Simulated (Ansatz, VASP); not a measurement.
AlN: VASP beside Ansatz

```
CELL_PARAMETERS angstrom
3.39690 0.00000 0.00000
-1.69845 2.94181 0.00000
0.00000 0.00000 4.19212
ATOMIC_POSITIONS crystal
Al 0.33333 0.66667 0.75000
Al 0.66667 0.33333 0.25000
N 0.33333 0.66667 0.25000
N 0.66667 0.33333 0.75000
```

Alike in both runs: task single point; functional PBEsol; k mesh 9 × 9 × 6; occupations gaussian, width 0.05 eV; no spin polarisation.

```csv
,VASP,Ansatz
version,VASP 6.6.1,Ansatz 0.2.0
potentials or method,"VASP PAW PBE potentials, release 64 (Al, N), cutoff 520 eV","scalar-relativistic, plane waves, PAW"
valence electrons in the cell,16,16
```

VASP gave:

| Property | Result |
| --- | --- |
| gap on the k mesh at the Fermi level (eV) | 2.88 |
| least direct gap on the mesh (eV) | 2.88 |
| pressure (GPa) | -13.3 |
| traceless stress, the component that is largest in VASP (GPa) | 2.80 |

Task: What did Ansatz give for the same quantities?

Result: gap on the k mesh at the Fermi level (eV): 2.87; least direct gap on the mesh (eV): 2.87; pressure (GPa): -13.3; traceless stress, the component that is largest in VASP (GPa): 2.78.

VASP's potentials were made for PBE, not for PBEsol, and Ansatz warns of the same on its side. The functional is the same, so the differences come from potentials, cutoffs and numerics.
